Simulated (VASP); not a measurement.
# Sc3Ta (P6/mmm) in VASP: single point with PBE

Aim: the single point of Sc3Ta with PBE.

All numbers are computed with VASP 6.6.1; they aren't measurements. Logs are shortened: lines on timing, memory, paths and dates and some standing lists are left out, and cuts for length are marked.

### Step 1. The cell of the first run

Symmetry: P6/mmm, No. 191, hexagonal system. The conventional cell has a = 6.067 Å, b = 6.067 Å, c = 4.576 Å, α = 90.00°, β = 90.00°, γ = 120.00°. Sc (site symmetry m2m) has 3 Sc at 2.02 to 2.03 Å and 2 Ta at 2.22 Å within 2.7 Å. Within 2.5 Å of Ta (site symmetry 6mm) lie 1 Ta at 1.87 Å and 6 Sc at 2.22 Å.

The cell was generated, and may not be a known phase.

### Step 2. Single point, PBE

File INCAR:

```
SYSTEM = Sc3Ta
ALGO = Fast
EDIFF = 1E-6
ENCUT = 520
GGA = PE
ISIF = 2
ISMEAR = 0
LASPH = .TRUE.
LCHARG = .FALSE.
LREAL = .FALSE.
LWAVE = .FALSE.
NBANDS = 54
NELM = 80
PREC = Accurate
SIGMA = 0.1
```

File KPOINTS:

```
k-points
0
G
  3 3 4
  0 0 0
```

File POSCAR:

```
Sc3Ta
1.0
    6.0667884900      0.0000000000      0.0000000000
   -3.0333942400      5.2539929500      0.0000000000
    0.0000000000      0.0000000000      4.5756177600
Sc Ta
6 2
Direct
    0.3326539400      0.0000000000      0.5000000000
    0.0000000000      0.3326539400      0.5000000000
    0.6673460600      0.6673460600      0.5000000000
    0.6673460600      0.0000000000      0.5000000000
    0.0000000000      0.6673460600      0.5000000000
    0.3326539400      0.3326539400      0.5000000000
    0.0000000000      0.0000000000      0.7040664200
    0.0000000000      0.0000000000      0.2959335800
```

Potentials or basis: VASP PAW PBE potentials, release 64 (Sc_sv, Ta_pv).

The run is started by

```console
> cat potpaw_PBE.64/Sc_sv/POTCAR potpaw_PBE.64/Ta_pv/POTCAR > POTCAR
> mpirun -np 1 vasp_std > vasp.out
```

OUTCAR:

```text
SYSTEM = Sc3Ta
   EDIFF = 1E-6
   ENCUT = 520
   GGA = PE
   ISIF = 2
   ISMEAR = 0
   LASPH = .TRUE.
   LREAL = .FALSE.
   NELM = 80
   PREC = Accurate

 ion  position               nearest neighbor table
   1  0.333  0.000  0.500-   6 2.02   5 2.02   4 2.03   7 2.22   8 2.22
   2  0.000  0.333  0.500-   6 2.02   4 2.02   5 2.03   7 2.22   8 2.22
   3  0.667  0.667  0.500-   4 2.02   5 2.02   6 2.03   7 2.22   8 2.22
   4  0.667  0.000  0.500-   3 2.02   2 2.02   1 2.03   7 2.22   8 2.22
   5  0.000  0.667  0.500-   3 2.02   1 2.02   2 2.03   7 2.22   8 2.22
   6  0.333  0.333  0.500-   1 2.02   2 2.02   3 2.03   7 2.22   8 2.22
   7  0.000  0.000  0.704-   8 1.87   5 2.22   2 2.22   1 2.22   4 2.22   6 2.22   3 2.22   8 2.71

   8  0.000  0.000  0.296-   7 1.87   5 2.22   2 2.22   1 2.22   4 2.22   6 2.22   3 2.22   7 2.71

  LATTYP: Found a hexagonal cell.
 ALAT       =     6.0667884900
 C/A-ratio  =     0.7542075626

  Lattice vectors:

 A1 = (   6.0667884900,   0.0000000000,   0.0000000000)
 A2 = (  -3.0333942400,   5.2539929500,   0.0000000000)
 A3 = (   0.0000000000,   0.0000000000,   4.5756177600)

Analysis of symmetry for initial positions (statically):
=====================================================================
 Subroutine PRICEL returns:
 Original cell was already a primitive cell.

 Routine SETGRP: Setting up the symmetry group for a
 hexagonal supercell.

 Subroutine GETGRP returns: Found 24 space group operations
 (whereof 24 operations were pure point group operations)
 out of a pool of 24 trial point group operations.

The static configuration has the point symmetry D_6h.

Analysis of symmetry for dynamics (positions and initial velocities):
=====================================================================
 Subroutine PRICEL returns:
 Original cell was already a primitive cell.

 Routine SETGRP: Setting up the symmetry group for a
 hexagonal supercell.

 Subroutine GETGRP returns: Found 24 space group operations
 (whereof 24 operations were pure point group operations)
 out of a pool of 24 trial point group operations.

The dynamic configuration has the point symmetry D_6h.

 Subroutine INISYM returns: Found 24 space group operations
 (whereof 24 operations are pure point group operations),
 and found     1 'primitive' translations

----------------------------------------------------------------------------------------

                                     Primitive cell

  volume of cell :     145.8472

  direct lattice vectors                    reciprocal lattice vectors
     6.066788490  0.000000000  0.000000000     0.164831855  0.095165716  0.000000000
    -3.033394240  5.253992950  0.000000000     0.000000000  0.190331432  0.000000000
     0.000000000  0.000000000  4.575617760     0.000000000  0.000000000  0.218549724

  length of vectors
     6.066788490  6.066788486  4.575617760     0.190331432  0.190331432  0.218549724

  position of ions in fractional coordinates (direct lattice)
     0.332653940  0.000000000  0.500000000
     1.000000000  0.332653940  0.500000000
     0.667346060  0.667346060  0.500000000
     0.667346060  0.000000000  0.500000000
     1.000000000  0.667346060  0.500000000
     0.332653940  0.332653940  0.500000000
     0.000000000  0.000000000  0.704066420
     0.000000000  0.000000000  0.295933580

  ion indices of the primitive-cell ions
   primitive index   ion index
                 1           1
                 2           2
                 3           3
                 4           4
                 5           5
                 6           6
                 7           7
                 8           8

----------------------------------------------------------------------------------------

 KPOINTS: k-points

Automatic generation of k-mesh.
 Grid dimensions read from file:
 generate k-points for:    3    3    4

 Generating k-lattice:

  Cartesian coordinates                     Fractional coordinates (reciprocal lattice)
     0.054943952  0.031721905  0.000000000     0.333333333 -0.000000000  0.000000000
     0.000000000  0.063443811  0.000000000     0.000000000  0.333333333  0.000000000
     0.000000000  0.000000000  0.054637431     0.000000000  0.000000000  0.250000000

  Length of vectors
     0.063443811  0.063443811  0.054637431

  Shift w.r.t. Gamma in fractional coordinates (k-lattice)
     0.000000000  0.000000000  0.000000000

 Subroutine IBZKPT returns following result:
 ===========================================

 Found      9 irreducible k-points:

 Following reciprocal coordinates:
            Coordinates               Weight
  0.000000  0.000000  0.000000      1.000000
  0.333333  0.000000  0.000000      6.000000
  0.333333  0.333333  0.000000      2.000000
  0.000000  0.000000  0.250000      2.000000
  0.333333  0.000000  0.250000     12.000000
  0.333333  0.333333  0.250000      4.000000
  0.000000  0.000000  0.500000      1.000000
  0.333333  0.000000  0.500000      6.000000
  0.333333  0.333333  0.500000      2.000000
   k-points           NKPTS =      9   k-points in BZ     NKDIM =      9   number of bands    NBANDS=     54
   number of dos      NEDOS =    301   number of ions     NIONS =      8
   total plane-waves  NPLWV =  82944
   dimension x,y,z NGX =    48 NGY =   48 NGZ =   36
   dimension x,y,z NGXF=    96 NGYF=   96 NGZF=   72
   ions per type =               6   2
   NGX,Y,Z   is equivalent  to a cutoff of  13.15, 13.15, 13.08 a.u.
   NGXF,Y,Z  is equivalent  to a cutoff of  26.31, 26.31, 26.16 a.u.
 SYSTEM =  Sc3Ta
   PREC   = accura    normal or accurate (medium, high low for compatibility)
   ISTART =      0    job   : 0-new  1-cont  2-samecut
   ICHARG =      2    charge: 1-file 2-atom 10-const
   ISPIN  =      1    spin polarized calculation?
   LNONCOLLINEAR =      F non collinear calculations
   LSORBIT =      F    spin-orbit coupling
   LASPH  =      T    aspherical Exc in radial PAW
   ENCUT  =  520.0 eV  38.22 Ry    6.18 a.u.  11.28 11.28  8.51*2*pi/ulx,y,z
   NELM   =     80;   NELMIN=  2; NELMDL= -5     # of ELM steps
   EDIFF  = 0.1E-05   stopping-criterion for ELM
   LREAL  =      F    real-space projection
   EDIFFG = 0.1E-04   stopping-criterion for IOM
   NSW    =      0    number of steps for IOM
   IBRION =     -1    ionic relax: 0-MD 1-quasi-New 2-CG
   NFREE  =      0    steps in history (QN), initial steepest desc. (CG)
   ISIF   =      2    stress and relaxation
   ISYM   =      2    0-nonsym 1-usesym 2-fastsym
   POTIM  = 0.5000    time-step for ionic-motion
   TEBEG  =    0.0;   TEEND  =   0.0 temperature during run
   PSTRESS=    0.0 pullay stress
   NELECT =      88.0000    total number of electrons
   NUPDOWN=      -1.0000    fix difference up-down
   EMIN   =  10.00;   EMAX   =-10.00  energy-range for DOS
   EFERMI =   0.00;   METHOD = LEGACY
   ISMEAR =     0;   SIGMA  =   0.10  broadening in eV -4-tet -1-fermi 0-gaus
   EFERMI_NEDOS =   21; number of points for ismear=-14 and -15
   IALGO  =     68    algorithm
   IMIX   =      4    mixing-type and parameters
     AMIX     =   0.40;   BMIX     =  1.00
     AMIX_MAG =   1.60;   BMIX_MAG =  1.00
  volume/ion in A,a.u.               =      18.23       123.03
  Fermi-wavevector in a.u.,A,eV,Ry     =   1.383364  2.614178 26.037401  1.913695
  Thomas-Fermi vector in A             =   2.507968
   LORBIT       =      0    0 simple, 1 ext, 2 COOP (PROOUT), +10 PAW based schemes
   GGA     = PE    functional components
   LHFCALC =     F    Hartree Fock is set to
   AEXX    =    0.0000 exact exchange contribution
   IVDW    =     0    specifies the selected vdW correction
   LEPSILON=     F    determine dielectric tensor
   LRPA    =     F    only Hartree local field effects (RPA)
 non-spin polarized calculation
 RMM-DIIS sequential band-by-band and
 Gauss-broadening in eV      SIGMA  =   0.10
  energy-cutoff  :      520.00
  volume of cell :      145.85
 maximum number of plane-waves:      3966
 NGX is ok and might be reduce to    48
   NGX = 23   NGY = 23   NGZ = 17

 number of electron      88.0000003 magnetization

 Free energy of the ion-electron system (eV)
  ---------------------------------------------------
  ext. energy  EPLUGINS =         0.00000000
  ---------------------------------------------------
  free energy    TOTEN  =       -12.87048281 eV

  energy without entropy =      -12.83837928  energy(sigma->0) =      -12.85443105

 E-fermi :   4.7873     XC(G=0): -10.5587

 val. band max:        4.7102539077   @ k =   0.3333   0.0000   0.2500
 cond. band min:       4.8081569763   @ k =   0.3333   0.0000   0.0000
 fundamental gap:      0.0979030686
 Fermi energy:         4.7873436633

 k-point     1 :       0.0000    0.0000    0.0000
  band No.  band energies     occupation
      1     -45.3297      2.00000
      2     -44.1011      2.00000
      3     -44.1011      2.00000
      4     -43.7464      2.00000
      5     -43.7464      2.00000
      6     -42.0694      2.00000
[... 46 lines left out ...]
     53       7.1821      0.00000
     54       8.7217      0.00000

 k-point     2 :       0.3333    0.0000    0.0000
  band No.  band energies     occupation
      1     -45.1413      2.00000
      2     -44.6295      2.00000
      3     -44.4242      2.00000
      4     -43.3839      2.00000
      5     -43.1224      2.00000
      6     -42.3797      2.00000
[... 46 lines left out ...]
     53       7.4233      0.00000
     54       7.6832      0.00000
[... 340 lines left out ...]
     53       7.5731      0.00000
     54       7.8916      0.00000

 k-point     9 :       0.3333    0.3333    0.5000
  band No.  band energies     occupation
      1     -44.8082      2.00000
      2     -44.8002      2.00000
      3     -44.8002      2.00000
      4     -42.9327      2.00000
      5     -42.9327      2.00000
      6     -42.7974      2.00000
[... 46 lines left out ...]
     53       6.9903      0.00000
     54       7.0788      0.00000

------------------------ aborting loop because EDIFF is reached ----------------------------------------

  FORCE on cell =-STRESS in cart. coord.  units (eV):
  Direction    XX          YY          ZZ          XY          YZ          ZX
  --------------------------------------------------------------------------------------
  -------------------------------------------------------------------------------------
  Total      109.1630589    109.1630588     74.3947831      0.0000001      0.0000000      0.0000000
  in kB     1199.1905627   1199.1905619    817.2501096      0.0000011      0.0000000      0.0000000
  external PRESSURE =    1071.8770781 kB  Pullay stress =       0.0000000 kB

 VOLUME and BASIS-vectors are now :
 -----------------------------------------------------------------------------
  energy-cutoff  :      520.00
  volume of cell :      145.85
      direct lattice vectors                 reciprocal lattice vectors
     6.066788490  0.000000000  0.000000000     0.164831855  0.095165716  0.000000000
    -3.033394240  5.253992950  0.000000000     0.000000000  0.190331432  0.000000000
     0.000000000  0.000000000  4.575617760     0.000000000  0.000000000  0.218549724

 POSITION                                       TOTAL-FORCE (eV/Angst)
 -----------------------------------------------------------------------------------
      2.01814      0.00000      2.28781         7.931236      0.000000      0.000000
     -1.00907      1.74776      2.28781        -3.965618      6.868652      0.000000
      2.02432      3.50623      2.28781        -3.965618     -6.868652      0.000000
      4.04865      0.00000      2.28781        -7.931236      0.000000      0.000000
     -2.02432      3.50623      2.28781         3.965618     -6.868652      0.000000
      1.00907      1.74776      2.28781         3.965618      6.868652      0.000000
      0.00000      0.00000      3.22154         0.000000     -0.000000     38.117321
      0.00000      0.00000      1.35408        -0.000000      0.000000    -38.117321
 -----------------------------------------------------------------------------------
    total drift:                                0.000000      0.000000      0.000000

  FREE ENERGIE OF THE ION-ELECTRON SYSTEM (eV)
  ---------------------------------------------------
  free  energy   TOTEN  =       -12.8704828085 eV

  energy  without entropy=      -12.8383792847  energy(sigma->0) =      -12.85443105
```

It took 88 s on 1 thread of Intel Xeon 6975P-C (Granite Rapids), shared host; peak memory 0.3 GiB.

What came out:

```yaml
Free_energy: -12.8705 eV
Pressure: 107.2 GPa
Largest_force: 38.117 eV/Å
Band_gap_on_the_k_mesh: zero (bands 44 and 45 overlap by 1.09 eV)
```

Forces in eV/Å, atoms in the order of the input:
```
Sc    7.931   0.000   0.000
Sc   -3.966   6.869   0.000
Sc   -3.966  -6.869   0.000
Sc   -7.931   0.000   0.000
Sc    3.966  -6.869   0.000
Sc    3.966   6.869   0.000
Ta    0.000   0.000  38.117
Ta    0.000   0.000 -38.117
```

Levels at points of the mesh, in eV from the Fermi level:
```
           k point  band 39  band 40  band 41  band 42  band 43  band 44  band 45  band 46  band 47  band 48
(0.00, 0.00, 0.00)    -2.84    -2.34    -2.34    -1.91    -0.55     0.56     0.56     1.65     1.65     1.96
(0.00, 0.00, 0.50)    -2.55    -2.31    -2.14    -1.78    -0.48     0.29     0.29     1.13     1.13     1.98
```

Caveat: the k points lie up to 0.40 Å⁻¹ apart, too coarse for converged energies and pressures of a metal; atoms lie so close that the PAW spheres overlap strongly, which falsifies energies and pressures; spin-orbit coupling is left out, which moves the levels of the heavy elements; forces of over 1 eV/Å act on the atoms, so gaps and moduli don't describe the material at rest.

The gap in the log of VASP goes by the Fermi energy; the results here count the filled bands.